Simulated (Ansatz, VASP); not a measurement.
Ru in VASP and in Ansatz

```
CELL_PARAMETERS angstrom
2.76856 0.00000 0.00000
-1.38428 2.39765 0.00000
0.00000 0.00000 4.34433
ATOMIC_POSITIONS crystal
Ru 0.33333 0.66667 0.25000
Ru 0.66667 0.33333 0.75000
```

Alike in both runs: task single point; functional BLYP; k mesh 7 × 7 × 4; occupations fermi-dirac, width 0.1 eV; collinear spin.

```csv
,VASP,Ansatz
version,VASP 6.6.1,Ansatz 0.2.0
potentials or method,"VASP PAW PBE potentials, release 64 (Ru_pv), cutoff 520 eV","plane waves (420 eV) with PAW, scalar-relativistic"
valence electrons in the cell,28,32
```

|  | VASP | Ansatz | Ansatz less VASP |
| --- | --- | --- | --- |
| net moment per atom (μB) | 0.00 | 0.00 | 0.000 |

VASP's potentials were made for PBE, not for BLYP. VASP's potentials hold 28 valence electrons a cell and Ansatz's 32, so a difference there can come from the potentials and not from the codes. Ansatz's warnings: seeded moment not kept.

The k mesh is coarse, so the values compare programs but aren't converged.
